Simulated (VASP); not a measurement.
Here is a VASP 6.6.1 calculation.

File INCAR:

```
ALGO = Normal
EDIFF = 1E-7
EDIFFG = -0.005
ENCUT = 600
GGA = PE
IBRION = 2
ISIF = 3
ISMEAR = -1
LASPH = True
LCHARG = False
LREAL = False
LWAVE = False
NELM = 60
NSW = 60
PREC = Accurate
PSTRESS = 510.0
SIGMA = 0.08
```

Contents of KPOINTS:

```
k-points
0
Gamma
  16 16 16
```

File POSCAR:

```
Lu
1.0
   -1.6384638201      1.6384638201      1.6384638201
    1.6384638201     -1.6384638201      1.6384638201
    1.6384638201      1.6384638201     -1.6384638201
Lu
1
Direct
    0.0000000000      0.0000000000      0.0000000000
```

Potentials or basis: VASP PAW PBE potentials, release 64 (Lu).

Run with:

```sh
$ cat potpaw_PBE.64/Lu/POTCAR > POTCAR
$ mpirun -np 1 vasp_std > vasp.out
```

(1) What does it give for the space group after relaxing (to 0.05 Å)?

(2) What does it give for the relaxed volume?

(3) What does it give for the relaxed cell?

Answers

(1) Im-3m (No. 229).

(2) 17.73 Å³/atom.

(3) a = 2.845 Å, b = 2.845 Å, c = 2.845 Å, α = 109.47°, β = 109.47°, γ = 109.47°.

Caveat: the cell is relaxed towards a set pressure, so the enthalpy falls and the energy may rise.
